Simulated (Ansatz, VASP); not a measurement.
## One calculation of SrTl, two programs

```xyz
2
Lattice="4.0587 0.0000 0.0000 0.0000 4.0587 0.0000 0.0000 0.0000 4.0587" Properties=species:S:1:pos:R:3 pbc="T T T"
Sr    0.0000    0.0000    0.0000
Tl    2.0294    2.0294    2.0294
```

Change from the starting cell: volume scaled by 1.02.

Alike in both runs: task single point; functional LDA; k mesh 8 × 8 × 8; occupations fermi-dirac, width 0.05 eV; no spin polarisation.

|  | VASP | Ansatz |
| --- | --- | --- |
| version | VASP 6.6.1 | Ansatz 0.2.0 |
| potentials or method | VASP PAW LDA potentials, release 64 (Sr_sv, Tl_d), cutoff 520 eV | all-electron LAPW, scalar-relativistic |

|  | VASP | Ansatz | Ansatz less VASP |
| --- | --- | --- | --- |
| pressure (GPa) | -2.3 | -2.3 | -0.07 |

LDA's correlation is that of Perdew and Zunger in VASP and of Perdew and Wang (1992) in Ansatz. Ansatz ran all-electron here, and VASP with PAW potentials.

Spin-orbit coupling is off throughout.
